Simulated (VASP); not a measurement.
# Y (P6_3/mmc) in VASP: a series of runs

Y is run at these levels: r2SCAN, r2SCAN0; tasks: single point.

Everything below comes from runs of VASP 6.6.1. Logs are shortened: lines on timing, memory, paths and dates and some standing lists are left out, and cuts for length are marked.

## 1. The cell of the first run

The structure is hexagonal, space group P6_3/mmc (No. 194). The conventional cell has a = 3.681 Å, b = 3.681 Å, c = 5.721 Å, α = 90.00°, β = 90.00°, γ = 120.00°. Within 4.7 Å of Y (site symmetry -6m2) lie 12 Y at 3.56 to 3.68 Å.

## 2. Single point, r2SCAN

POSCAR reads:

```
Y
1.0
    3.6808463762      0.0000000000      0.0000000000
   -1.8404231881      3.1877064692      0.0000000000
    0.0000000000      0.0000000000      5.7206466466
Y
2
Direct
    0.3333333333      0.6666666667      0.2500000000
    0.6666666667      0.3333333333      0.7500000000
```

INCAR.step1 reads:

```
SYSTEM = Y
  ALGO = Normal
  EDIFF = 1E-4
  ENCUT = 520
  GGA = PE
  ISMEAR = -1
  LASPH = .TRUE.
  LCHARG = .FALSE.
  LREAL = .FALSE.
  LWAVE = .TRUE.
  NBANDS = 18
  NELM = 60
  PREC = Accurate
  SIGMA = 0.1
```

INCAR.step2 reads:

```
SYSTEM = Y
  ALGO = Normal
  EDIFF = 1E-6
  ENCUT = 520
  ISIF = 2
  ISMEAR = -1
  ISTART = 1
  LASPH = .TRUE.
  LCHARG = .FALSE.
  LMIXTAU = .TRUE.
  LREAL = .FALSE.
  LWAVE = .FALSE.
  METAGGA = R2SCAN
  NBANDS = 18
  NELM = 60
  PREC = Accurate
  SIGMA = 0.1
```

KPOINTS reads:

```
k-points
0
G
  5 5 3
  0 0 0
```

Potentials or basis: VASP PAW PBE potentials, release 64 (Y_sv).

The run is started by

```console
$ cat potpaw_PBE.64/Y_sv/POTCAR > POTCAR
$ cp INCAR.step1 INCAR
$ mpirun -np 1 vasp_std > vasp.out
$ cp INCAR.step2 INCAR
$ mpirun -np 1 vasp_std > vasp.out
```

OUTCAR:

```text
SYSTEM = Y
   EDIFF = 1E-6
   ENCUT = 520
   ISIF = 2
   ISMEAR = -1
   ISTART = 1
   LASPH = .TRUE.
   LREAL = .FALSE.
   METAGGA = R2SCAN
   NELM = 60
   PREC = Accurate

 ion  position               nearest neighbor table
   1  0.333  0.667  0.250-   2 3.56   2 3.56   2 3.56   2 3.56   2 3.56   2 3.56
   2  0.667  0.333  0.750-   1 3.56   1 3.56   1 3.56   1 3.56   1 3.56   1 3.56

  LATTYP: Found a hexagonal cell.
 ALAT       =     3.6808463762
 C/A-ratio  =     1.5541660971

  Lattice vectors:

 A1 = (   3.6808463762,   0.0000000000,   0.0000000000)
 A2 = (  -1.8404231881,   3.1877064692,   0.0000000000)
 A3 = (   0.0000000000,   0.0000000000,   5.7206466466)

Analysis of symmetry for initial positions (statically):
=====================================================================
 Subroutine PRICEL returns:
 Original cell was already a primitive cell.

 Routine SETGRP: Setting up the symmetry group for a
 hexagonal supercell.

 Subroutine GETGRP returns: Found 24 space group operations
 (whereof 12 operations were pure point group operations)
 out of a pool of 24 trial point group operations.

The static configuration has the point symmetry D_3d.
 The point group associated with its full space group is D_6h.

Analysis of symmetry for dynamics (positions and initial velocities):
=====================================================================
 Subroutine PRICEL returns:
 Original cell was already a primitive cell.

 Routine SETGRP: Setting up the symmetry group for a
 hexagonal supercell.

 Subroutine GETGRP returns: Found 24 space group operations
 (whereof 12 operations were pure point group operations)
 out of a pool of 24 trial point group operations.

The dynamic configuration has the point symmetry D_3d.
 The point group associated with its full space group is D_6h.

 Subroutine INISYM returns: Found 24 space group operations
 (whereof 12 operations are pure point group operations),
 and found     1 'primitive' translations

----------------------------------------------------------------------------------------

                                     Primitive cell

  volume of cell :      67.1230

  direct lattice vectors                    reciprocal lattice vectors
     3.680846376  0.000000000  0.000000000     0.271676647  0.156852585  0.000000000
    -1.840423188  3.187706469  0.000000000     0.000000000  0.313705170  0.000000000
     0.000000000  0.000000000  5.720646647     0.000000000  0.000000000  0.174805413

  length of vectors
     3.680846376  3.680846376  5.720646647     0.313705170  0.313705170  0.174805413

  position of ions in fractional coordinates (direct lattice)
     0.333333333  0.666666667  0.250000000
     0.666666667  0.333333333  0.750000000

  ion indices of the primitive-cell ions
   primitive index   ion index
                 1           1
                 2           2

----------------------------------------------------------------------------------------

 KPOINTS: k-points

Automatic generation of k-mesh.
 Grid dimensions read from file:
 generate k-points for:    5    5    3

 Generating k-lattice:

  Cartesian coordinates                     Fractional coordinates (reciprocal lattice)
     0.054335329  0.031370517  0.000000000     0.200000000  0.000000000  0.000000000
     0.000000000  0.062741034  0.000000000     0.000000000  0.200000000  0.000000000
     0.000000000  0.000000000  0.058268471     0.000000000  0.000000000  0.333333333

  Length of vectors
     0.062741034  0.062741034  0.058268471

  Shift w.r.t. Gamma in fractional coordinates (k-lattice)
     0.000000000  0.000000000  0.000000000

 Subroutine IBZKPT returns following result:
 ===========================================

 Found     10 irreducible k-points:

 Following reciprocal coordinates:
            Coordinates               Weight
  0.000000  0.000000  0.000000      1.000000
  0.200000  0.000000  0.000000      6.000000
  0.400000 -0.000000  0.000000      6.000000
  0.200000  0.200000  0.000000      6.000000
  0.400000  0.200000  0.000000      6.000000
  0.000000  0.000000  0.333333      2.000000
  0.200000  0.000000  0.333333     12.000000
  0.400000 -0.000000  0.333333     12.000000
  0.200000  0.200000  0.333333     12.000000
  0.400000  0.200000  0.333333     12.000000
   k-points           NKPTS =     10   k-points in BZ     NKDIM =     10   number of bands    NBANDS=     18
   number of dos      NEDOS =    301   number of ions     NIONS =      2
   total plane-waves  NPLWV =  37632
   dimension x,y,z NGX =    28 NGY =   28 NGZ =   48
   dimension x,y,z NGXF=    56 NGYF=   56 NGZF=   96
   ions per type =               2
   NGX,Y,Z   is equivalent  to a cutoff of  12.65, 12.65, 13.95 a.u.
   NGXF,Y,Z  is equivalent  to a cutoff of  25.29, 25.29, 27.90 a.u.
 SYSTEM =  Y
   PREC   = accura    normal or accurate (medium, high low for compatibility)
   ISTART =      1    job   : 0-new  1-cont  2-samecut
   ICHARG =      0    charge: 1-file 2-atom 10-const
   ISPIN  =      1    spin polarized calculation?
   LNONCOLLINEAR =      F non collinear calculations
   LSORBIT =      F    spin-orbit coupling
   LASPH  =      T    aspherical Exc in radial PAW
   ENCUT  =  520.0 eV  38.22 Ry    6.18 a.u.   6.84  6.84 10.64*2*pi/ulx,y,z
   NELM   =     60;   NELMIN=  2; NELMDL=  0     # of ELM steps
   EDIFF  = 0.1E-05   stopping-criterion for ELM
   LREAL  =      F    real-space projection
   EDIFFG = 0.1E-04   stopping-criterion for IOM
   NSW    =      0    number of steps for IOM
   IBRION =     -1    ionic relax: 0-MD 1-quasi-New 2-CG
   NFREE  =      0    steps in history (QN), initial steepest desc. (CG)
   ISIF   =      2    stress and relaxation
   ISYM   =      2    0-nonsym 1-usesym 2-fastsym
   POTIM  = 0.5000    time-step for ionic-motion
   TEBEG  =    0.0;   TEEND  =   0.0 temperature during run
   PSTRESS=    0.0 pullay stress
   NELECT =      22.0000    total number of electrons
   NUPDOWN=      -1.0000    fix difference up-down
   EMIN   =  10.00;   EMAX   =-10.00  energy-range for DOS
   EFERMI =   0.00;   METHOD = LEGACY
   ISMEAR =    -1;   SIGMA  =   0.10  broadening in eV -4-tet -1-fermi 0-gaus
   EFERMI_NEDOS =   21; number of points for ismear=-14 and -15
   IALGO  =     38    algorithm
   IMIX   =      4    mixing-type and parameters
     AMIX     =   0.40;   BMIX     =  1.00
     AMIX_MAG =   1.60;   BMIX_MAG =  1.00
  volume/ion in A,a.u.               =      33.56       226.48
  Fermi-wavevector in a.u.,A,eV,Ry     =   1.128735  2.133000 17.334405  1.274043
  Thomas-Fermi vector in A             =   2.265426
   LORBIT       =      0    0 simple, 1 ext, 2 COOP (PROOUT), +10 PAW based schemes
   METAGGA = R2SCAN    functional components
   LHFCALC =     F    Hartree Fock is set to
   AEXX    =    0.0000 exact exchange contribution
   IVDW    =     0    specifies the selected vdW correction
   LEPSILON=     F    determine dielectric tensor
   LRPA    =     F    only Hartree local field effects (RPA)
 non-spin polarized calculation
  energy-cutoff  :      520.00
  volume of cell :       67.12
 maximum number of plane-waves:      1820
 NGX is ok and might be reduce to    28
   NGX = 13   NGY = 13   NGZ = 21

 number of electron      22.0000000 magnetization

 Free energy of the ion-electron system (eV)
  ---------------------------------------------------
  ext. energy  EPLUGINS =         0.00000000
  ---------------------------------------------------
  free energy    TOTEN  =       -40.57533376 eV

  energy without entropy =      -40.42945435  energy(sigma->0) =      -40.50239405

 E-fermi :   2.9116     XC(G=0):  -9.9787

 val. band max:        2.8544460540   @ k =   0.2000   0.2000   0.3333
 cond. band min:       3.0545992440   @ k =   0.2000   0.0000   0.0000
 fundamental gap:      0.2001531900
 Fermi energy:         2.9115661010

 k-point     1 :       0.0000    0.0000    0.0000
  band No.  band energies     occupation
      1     -41.2959      2.00000
      2     -41.2206      2.00000
      3     -20.9299      2.00000
      4     -20.4389      2.00000
      5     -20.4389      2.00000
      6     -20.3495      2.00000
[... 10 lines left out ...]
     17       5.9672      0.00000
     18       5.9672      0.00000

 k-point     2 :       0.2000    0.0000    0.0000
  band No.  band energies     occupation
      1     -41.2780      2.00000
      2     -41.2154      2.00000
      3     -20.8635      2.00000
      4     -20.5620      2.00000
      5     -20.4801      2.00000
      6     -20.4751      2.00000
[... 10 lines left out ...]
     17       6.1392      0.00000
     18       6.2796      0.00000

 k-point     3 :       0.4000   -0.0000    0.0000
  band No.  band energies     occupation
      1     -41.2445      2.00000
      2     -41.2114      2.00000
      3     -20.7638      2.00000
      4     -20.7195      2.00000
      5     -20.6627      2.00000
      6     -20.5415      2.00000
[... 10 lines left out ...]
     17       7.7567      0.00000
     18       7.9454      0.00000

 k-point     4 :       0.2000    0.2000    0.0000
  band No.  band energies     occupation
      1     -41.2518      2.00000
      2     -41.2113      2.00000
      3     -20.7544      2.00000
      4     -20.6673      2.00000
      5     -20.6552      2.00000
      6     -20.5197      2.00000
[... 10 lines left out ...]
     17       7.1457      0.00000
     18       7.8603      0.00000

 k-point     5 :       0.4000    0.2000    0.0000
  band No.  band energies     occupation
      1     -41.2298      2.00000
      2     -41.2145      2.00000
      3     -20.7620      2.00000
      4     -20.6607      2.00000
      5     -20.6415      2.00000
      6     -20.6125      2.00000
[... 10 lines left out ...]
     17       8.1582      0.00000
     18       8.4405      0.00000

 k-point     6 :       0.0000    0.0000    0.3333
  band No.  band energies     occupation
      1     -41.2771      2.00000
      2     -41.2395      2.00000
      3     -20.7881      2.00000
      4     -20.4920      2.00000
      5     -20.4167      2.00000
      6     -20.4167      2.00000
[... 10 lines left out ...]
     17       6.9113      0.00000
     18       6.9113      0.00000

 k-point     7 :       0.2000    0.0000    0.3333
  band No.  band energies     occupation
      1     -41.2624      2.00000
      2     -41.2311      2.00000
      3     -20.7781      2.00000
      4     -20.5918      2.00000
      5     -20.5028      2.00000
      6     -20.4517      2.00000
[... 10 lines left out ...]
     17       6.7999      0.00000
     18       6.9097      0.00000

 k-point     8 :       0.4000   -0.0000    0.3333
  band No.  band energies     occupation
      1     -41.2362      2.00000
      2     -41.2197      2.00000
      3     -20.8423      2.00000
      4     -20.7733      2.00000
      5     -20.5463      2.00000
      6     -20.5054      2.00000
[... 10 lines left out ...]
     17       7.7526      0.00000
     18       7.9146      0.00000

 k-point     9 :       0.2000    0.2000    0.3333
  band No.  band energies     occupation
      1     -41.2417      2.00000
      2     -41.2214      2.00000
      3     -20.7940      2.00000
      4     -20.7231      2.00000
      5     -20.5455      2.00000
      6     -20.5348      2.00000
[... 10 lines left out ...]
     17       7.4859      0.00000
     18       7.6458      0.00000

 k-point    10 :       0.4000    0.2000    0.3333
  band No.  band energies     occupation
      1     -41.2260      2.00000
      2     -41.2183      2.00000
      3     -20.8196      2.00000
      4     -20.7764      2.00000
      5     -20.6296      2.00000
      6     -20.5427      2.00000
[... 10 lines left out ...]
     17       7.7829      0.00000
     18       8.2265      0.00000

------------------------ aborting loop because EDIFF is reached ----------------------------------------

  FORCE on cell =-STRESS in cart. coord.  units (eV):
  Direction    XX          YY          ZZ          XY          YZ          ZX
  --------------------------------------------------------------------------------------
  -------------------------------------------------------------------------------------
  Total        0.1595554      0.1595554     -0.0863728      0.0000000      0.0000000      0.0000000
  in kB        3.8084725      3.8084725     -2.0616575      0.0000000      0.0000000      0.0000000
  external PRESSURE =       1.8517625 kB  Pullay stress =       0.0000000 kB

 VOLUME and BASIS-vectors are now :
 -----------------------------------------------------------------------------
  energy-cutoff  :      520.00
  volume of cell :       67.12
      direct lattice vectors                 reciprocal lattice vectors
     3.680846376  0.000000000  0.000000000     0.271676647  0.156852585  0.000000000
    -1.840423188  3.187706469  0.000000000     0.000000000  0.313705170  0.000000000
     0.000000000  0.000000000  5.720646647     0.000000000  0.000000000  0.174805413

 POSITION                                       TOTAL-FORCE (eV/Angst)
 -----------------------------------------------------------------------------------
     -0.00000      2.12514      1.43016         0.000000     -0.000000      0.000000
      1.84042      1.06257      4.29048        -0.000000      0.000000      0.000000
 -----------------------------------------------------------------------------------
    total drift:                                0.000000     -0.000000      0.000000

  FREE ENERGIE OF THE ION-ELECTRON SYSTEM (eV)
  ---------------------------------------------------
  free  energy   TOTEN  =       -40.5753337581 eV

  energy  without entropy=      -40.4294543503  energy(sigma->0) =      -40.50239405
```

Run time: 1.8 min. Hardware: 1 thread of AMD EPYC 9R45 (Zen 5), shared host; peak memory 0.17 GiB.

What came out:

- Free energy: -40.5753 eV
- Pressure: 0.2 GPa
- Band gap on the k mesh: zero (bands 11 and 12 overlap by 1.20 eV)

Caveat: the k points lie up to 0.39 Å⁻¹ apart, too coarse for converged energies and pressures of a metal; the PAW data sets were made with another functional, which shifts forces and pressure a little.

## 3. Single point, r2SCAN0

POSCAR is that of step 2.

INCAR.step1 reads:

```
SYSTEM = Y
PREC = Accurate ; ENCUT = 520
EDIFF = 1E-5 ; ISMEAR = -1
SIGMA = 0.1 ; LREAL = .False.
LASPH = .True. ; NELM = 100
ALGO = Normal ; ISIF = 2
LWAVE = .True. ; LCHARG = .False.
NBANDS = 18 ; GGA = PE
```

INCAR.step2 reads:

```
SYSTEM = Y
PREC = Accurate ; ENCUT = 520
EDIFF = 1E-6 ; ISMEAR = -1
SIGMA = 0.1 ; LREAL = .False.
LASPH = .True. ; NELM = 100
ALGO = Normal ; ISIF = 2
LWAVE = .False. ; LCHARG = .False.
METAGGA = R2SCAN ; LHFCALC = .True.
AEXX = 0.25 ; LMIXTAU = .True.
PRECFOCK = Normal ; NBANDS = 18
ISTART = 1
```

KPOINTS reads:

```
regular mesh
0
Gamma
  5 5 3
  0 0 0
```

Potentials or basis: VASP PAW PBE potentials, release 64 (Y_sv).

The run is started by

```console
$ cat potpaw_PBE.64/Y_sv/POTCAR > POTCAR
$ cp INCAR.step1 INCAR
$ mpirun -np 1 vasp_std > vasp.out
$ cp INCAR.step2 INCAR
$ mpirun -np 1 vasp_std > vasp.out
```

Wall time 35 min (1 thread of AMD EPYC 9R45 (Zen 5), shared host); peak memory 0.18 GiB.

The run converged. Its results:

* Free energy: -37.1581 eV
* Pressure: 0.9 GPa
* Band gap on the k mesh: zero (bands 11 and 12 overlap by 2.26 eV)

Stress tensor (GPa, compression positive):
```
 1.54  0.00  0.00
 0.00  1.54  0.00
 0.00  0.00 -0.39
```

Levels at points of the mesh, in eV from the Fermi level:
```csv
k point,band 6,band 7,band 8,band 9,band 10,band 11,band 12,band 13,band 14,band 15
"(0.00, 0.00, 0.00)",-25.35,-25.35,-25.34,-6.13,-2.39,1.08,2.85,2.85,3.30,3.57
```

Caveat: the k points lie up to 0.39 Å⁻¹ apart, too coarse for converged energies and pressures of a metal; the PAW data sets were made with another functional, which shifts forces and pressure a little.

## 4. Single point, r2SCAN, collinear spin

This run uses another cell than the first one, of 33.72 Å³/atom.

POSCAR reads:

```
Y
1.0
    3.6403906801      0.0000000000      0.0000000000
   -1.8201953401      3.1526708087      0.0000000000
    0.0000000000      0.0000000000      5.8766818306
Y
2
Direct
    0.3333333333      0.6666666667      0.2500000000
    0.6666666667      0.3333333333      0.7500000000
```

INCAR.step1 reads:

```
PREC = Accurate
ENCUT = 520
ISMEAR = -1
SIGMA = 0.05
LREAL = False
LASPH = True
NELM = 150
ISPIN = 2
MAGMOM = 1 1
LMAXMIX = 4
NBANDS = 22
GGA = PE
ALGO = Normal
EDIFF = 1E-4
LWAVE = True
LCHARG = False
```

INCAR.step2 reads:

```
PREC = Accurate
ENCUT = 520
EDIFF = 1E-7
ISMEAR = -1
SIGMA = 0.05
LREAL = False
LASPH = True
NELM = 150
ALGO = Normal
ISIF = 2
LWAVE = False
LCHARG = False
ISPIN = 2
MAGMOM = 1 1
LORBIT = 11
LMAXMIX = 4
METAGGA = R2SCAN
LMIXTAU = True
NBANDS = 22
ISTART = 1
```

KPOINTS reads:

```
regular mesh
0
Gamma
  10 10 6
```

The run is started by

```console
$ cat potpaw_PBE.64/Y_sv/POTCAR > POTCAR
$ cp INCAR.step1 INCAR
$ mpirun -np 1 vasp_std > vasp.out
$ cp INCAR.step2 INCAR
$ mpirun -np 1 vasp_std > vasp.out
```

It took 5 min on 1 thread of Intel Xeon 6975P-C (Granite Rapids), shared host; peak memory 0.32 GiB.

The run converged. Its results:

```
Free energy                                           : -40.6299 eV
Pressure                                              : 0.1 GPa
Net moment                                            : 1.33 μB per cell
Site moments                                          : Y +0.40 μB
Valence electrons inside the program's atomic spheres : Y 9.38
```

Levels at points of the mesh, in eV from the Fermi level:
Spin up:
```tsv
k point	band 8	band 9	band 10	band 11	band 12	band 13	band 14	band 15	band 16	band 17
(0.00, 0.00, 0.00)	-23.52	-5.31	-2.42	0.11	1.69	1.69	1.77	2.23	2.23	2.96
(0.50, 0.00, 0.00)	-23.59	-2.30	-1.43	-1.08	-0.61	0.93	1.57	1.93	5.16	5.45
(0.00, 0.00, 0.50)	-23.56	-3.90	-3.90	0.49	0.49	1.65	1.65	1.65	1.65	4.38
(0.50, 0.00, 0.50)	-23.65	-1.96	-1.96	-0.55	-0.55	1.07	1.07	2.83	2.83	5.16
```
Spin down:
```
           k point  band 8  band 9  band 10  band 11  band 12  band 13
(0.00, 0.00, 0.00)  -23.31   -4.54    -1.41     0.69     2.09     2.09
(0.50, 0.00, 0.00)  -23.37   -1.23    -1.09    -0.80     0.44     1.58
(0.00, 0.00, 0.50)  -23.35   -3.15    -3.15     1.24     1.24     2.06
(0.50, 0.00, 0.50)  -23.44   -1.55    -1.55     0.58     0.58     1.54
```

Caveat: the PAW data sets were made with another functional, which shifts forces and pressure a little.

## 5. Summary

```tsv
level	spin	cell	k mesh	smearing	grid for exact exchange (PRECFOCK)	share of exact exchange	gap on the mesh (eV)	pressure (GPa)
r2SCAN	off	a = 3.681, b = 3.681, c = 5.721 Å, angles 90.0, 90.0, 120.0°, 2 atoms	5 × 5 × 3	fermi-dirac 0.1 eV	-	-	none	0.2
r2SCAN0	off	a = 3.681, b = 3.681, c = 5.721 Å, angles 90.0, 90.0, 120.0°, 2 atoms	5 × 5 × 3	fermi-dirac 0.1 eV	Normal	0.25	none	0.9
r2SCAN	collinear	a = 3.640, b = 3.640, c = 5.877 Å, angles 90.0, 90.0, 120.0°, 2 atoms	10 × 10 × 6	fermi-dirac 0.05 eV	-	-	none	0.1
```

Alike in all rows: task single point; potentials or basis VASP PAW PBE potentials, release 64 (Y_sv); cutoff (eV) 520.

Caveats: some runs use coarse meshes; the PAW data sets were made with another functional, which shifts forces and pressure a little.

Total energies depend on the potentials used, so only differences within one code and one set of settings carry meaning.
